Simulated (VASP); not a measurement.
W:

```
CELL_PARAMETERS angstrom
-1.59178 1.59178 1.59178
1.59178 -1.59178 1.59178
1.59178 1.59178 -1.59178
ATOMIC_POSITIONS crystal
W 0.00000 0.00000 0.00000
```

| Quantity | Value |
| --- | --- |
| Program | VASP 6.6.1 |
| Task | relaxation of cell and atoms |
| Functional | PBEsol |
| Potentials or basis | VASP PAW PBE potentials, release 64 (W_sv) |
| Cutoff | 600 eV |
| k mesh | 18 × 18 × 18 |
| Occupations | gaussian, width 0.1 eV |
| Spin | no spin polarisation |

At the start: pressure -7.9 GPa; volume 16.13 Å³/atom.

Problem. How do energy, volume and symmetry change on relaxing?

Solution. Over 7 steps the energy falls by 10.3 meV/atom and the volume is 15.73 Å³/atom (-2.5 %); space group Im-3m (No. 229, to 0.05 Å).

The path:
| step | energy change (eV) | largest force (eV/Å) | pressure (GPa) | volume (Å³) |
| --- | --- | --- | --- | --- |
| 1 | 0.0000 | 0.0000 | -7.91 | 16.13 |
| 2 | 0.1352 | 0.0000 | 36.37 | 14.34 |
| 3 | -0.0103 | 0.0000 | -0.35 | 15.74 |
| 4 | -0.0103 | 0.0000 | -0.07 | 15.73 |
| 5 | -0.0103 | 0.0000 | 0.11 | 15.72 |
| 6 | -0.0103 | 0.0000 | -0.32 | 15.74 |
| 7 | -0.0103 | 0.0000 | 0.00 | 15.73 |

Final structure:
```xyz
1
Lattice="-1.5783 1.5783 1.5783 1.5783 -1.5783 1.5783 1.5783 1.5783 -1.5783" Properties=species:S:1:pos:R:3 pbc="T T T"
W     0.0000    0.0000    0.0000
```

Caveat: the PAW data sets were made with another functional, which shifts forces and pressure a little.
